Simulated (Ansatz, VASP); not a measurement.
## Ag in VASP and in Ansatz

```
Ag
1.0
     0.00000    2.07382    2.07382
     2.07382    0.00000    2.07382
     2.07382    2.07382    0.00000
Ag
1
Direct
  0.00000 0.00000 0.00000
```

Alike in both runs: functional PBE; k mesh 18 × 18 × 18; occupations methfessel-paxton of order 1, width 0.2 eV; no spin polarisation.

Ansatz relaxed the structure, and its values are those at the end. VASP's run is a single point on that final structure, the one shown.

```csv
,VASP,Ansatz
version,VASP 6.6.1,Ansatz 0.2.0
potentials or method,"VASP PAW PBE potentials, release 64 (Ag), cutoff 500 eV","scalar-relativistic, plane waves, PAW"
valence electrons in the cell,11,19
```

|  | VASP | Ansatz | Ansatz less VASP |
| --- | --- | --- | --- |
| gap on the k mesh at the Fermi level (eV) | none | none | - |
| pressure (GPa) | -0.1 | 0.0 | +0.08 |

A gap of «none» marks a metal or a gap that the smearing closes. The functional is the same, so the differences come from potentials, cutoffs and numerics. VASP's potentials hold 11 valence electrons a cell and Ansatz's 19, so a difference there can come from the potentials and not from the codes.
